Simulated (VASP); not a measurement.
# Ag: single point with PBE

Crystal: Ag.

```xyz
2
Lattice="2.9933 0.0000 0.0000 -1.4966 2.5923 0.0000 0.0000 0.0000 4.7297" Properties=species:S:1:pos:R:3 pbc="T T T"
Ag    0.0000    1.7282    1.1824
Ag    1.4966    0.8641    3.5473
```

This cell differs from its parent crystal: biaxial strain in the a-b plane: +2.0 %, then relaxed in part.

```yaml
Program: VASP 6.6.1
Task: single point
Functional: PBE
Potentials_or_basis: VASP PAW PBE potentials, release 64 (Ag)
Cutoff: 520 eV
k_mesh: 24 × 24 × 12
Occupations: gaussian, width 0.1 eV
Spin: no spin polarisation
Dipole_correction: no
Further_INCAR_settings: ALGO = Fast; EDIFF = 1e-07; NBANDS = 18
```

The pressure is -2.2 GPa and the band gap on the k mesh is zero (band 11 reaches 11.22 eV, above the bottom of band 12 at 4.11 eV).

Stress tensor (GPa, compression positive):
```
-3.24  0.00  0.00
 0.00 -3.24  0.00
 0.00  0.00 -0.18
```

Levels at points of the mesh, in eV from the Fermi level:
| k point | band 7 | band 8 | band 9 | band 10 | band 11 | band 12 | band 13 | band 14 | band 15 | band 16 |
| --- | --- | --- | --- | --- | --- | --- | --- | --- | --- | --- |
| (0.00, 0.00, 0.00) | -4.29 | -4.11 | -4.11 | -3.11 | -3.11 | -0.02 | 3.58 | 15.13 | 16.84 | 16.84 |
| (0.50, 0.00, 0.00) | -3.74 | -3.08 | -2.94 | -2.90 | -0.02 | 1.18 | 6.72 | 6.93 | 8.92 | 9.86 |
| (0.00, 0.00, 0.50) | -4.27 | -4.27 | -3.39 | -3.39 | -3.39 | -3.39 | 11.25 | 11.25 | 15.47 | 15.47 |
| (0.50, 0.00, 0.50) | -3.15 | -3.15 | -2.99 | -2.99 | 0.76 | 0.76 | 4.06 | 4.06 | 12.75 | 12.75 |

It took 2.6 min on 1 thread of Intel(R) Xeon(R) Platinum 8488C (Sapphire Rapids) (shared host), peak memory 0.34 GiB.

Caveat: the cell differs from its parent crystal (biaxial strain in the a-b plane: +2.0 %, then relaxed in part).
